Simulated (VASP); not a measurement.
A run of VASP 6.6.1:

Contents of INCAR:

```
SYSTEM = LiCl
PREC = Accurate
ENCUT = 520
EDIFF = 1E-6
ISMEAR = 0
SIGMA = 0.01
LREAL = .FALSE.
LASPH = .TRUE.
NELM = 80
ALGO = Normal
ISIF = 2
LWAVE = .FALSE.
LCHARG = .FALSE.
GGA = CA
NBANDS = 12
```

The input KPOINTS:

```
regular mesh
0
G
  8 8 8
  0 0 0
```

POSCAR

```
LiCl
1.0
    0.0000000000      2.7330437090      2.7330437090
    2.7330437090      0.0000000000      2.7330437090
    2.7330437090      2.7330437090      0.0000000000
Li Cl
1 1
Direct
    0.0000000000      0.0000000000      0.0000000000
    0.2500000000      0.2500000000      0.2500000000
```

Potentials or basis: VASP PAW LDA potentials, release 64 (Li_sv, Cl).

Run with:

```console
$ cat potpaw_LDA.64/Li_sv/POTCAR potpaw_LDA.64/Cl/POTCAR > POTCAR
$ mpirun -np 1 vasp_std > vasp.out
```

Hardware: 1 thread of Intel Xeon 8259CL (shared host).

**Question.** Estimate the wall time of this run.

**Answer.** Run time: 20 s on 1 thread of Intel Xeon 8259CL, on a shared host, peak memory 0.14 GiB. Counts: scf iterations 11, k points 29.
